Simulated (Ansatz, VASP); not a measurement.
# Two plane-wave programs on SnO

Contents of INCAR:

```
PREC = Accurate
ENCUT = 520
EDIFF = 1E-7
ISMEAR = -1
SIGMA = 0.05
LREAL = False
LASPH = True
NELM = 80
ALGO = Normal
ISIF = 2
LWAVE = False
LCHARG = False
GGA = PE
NBANDS = 28
```

Contents of KPOINTS:

```
regular mesh
0
Gamma
  6 6 4
```

The input POSCAR:

```
SnO
1.0
    3.8320695660      0.0000000000      0.0000000000
    0.0000000000      3.8320695660      0.0000000000
    0.0000000000      0.0000000000      4.8834524180
Sn O
2 2
Direct
    0.5000000000      0.0000000000      0.2369000000
    0.0000000000      0.5000000000      0.7631000000
    0.0000000000      0.0000000000      0.0000000000
    0.5000000000      0.5000000000      0.0000000000
```

Input for Ansatz:

```yaml
crystal:
  lattice:
    - [3.8320695659668913, 0.0, 0.0]
    - [0.0, 3.8320695659668913, 0.0]
    - [0.0, 0.0, 4.883452417978341]
  atoms:
    - { symbol: Sn, position: [0.5, 0.0, 0.2369] }
    - { symbol: Sn, position: [0.0, 0.5, 0.7631] }
    - { symbol: O, position: [0.0, 0.0, 0.0] }
    - { symbol: O, position: [0.5, 0.5, 0.0] }
basis:
  ecutwfc: 510.0
kpoints:
  mp_grid:
    grid: [6, 6, 4]
hamiltonian:
  xc: pbe
scf:
  convergence:
    dr2_threshold: 1.0e-09
  occupations:
    method: fermi_dirac
    width: 0.05
output:
  stress: true
```

Alike in both runs: task single point; functional PBE; k mesh 6 × 6 × 4; occupations fermi-dirac, width 0.05 eV; no spin polarisation.

|  | VASP | Ansatz |
| --- | --- | --- |
| version | VASP 6.6.1 | Ansatz 0.2.0 |
| potentials or method | VASP PAW PBE potentials, release 64 (Sn_d, O), cutoff 520 eV | plane waves, PAW |
| valence electrons in the cell | 40 | 40 |

|  | VASP | Ansatz | Ansatz less VASP |
| --- | --- | --- | --- |
| pressure (GPa) | 2.4 | 2.1 | -0.27 |
| traceless stress, the component that is largest in VASP (GPa) | -0.31 | -0.32 | -0.008 |

With one functional, cell and mesh, what is left measures potentials, basis and numerics. Ansatz's warnings: stress scf threshold loose.
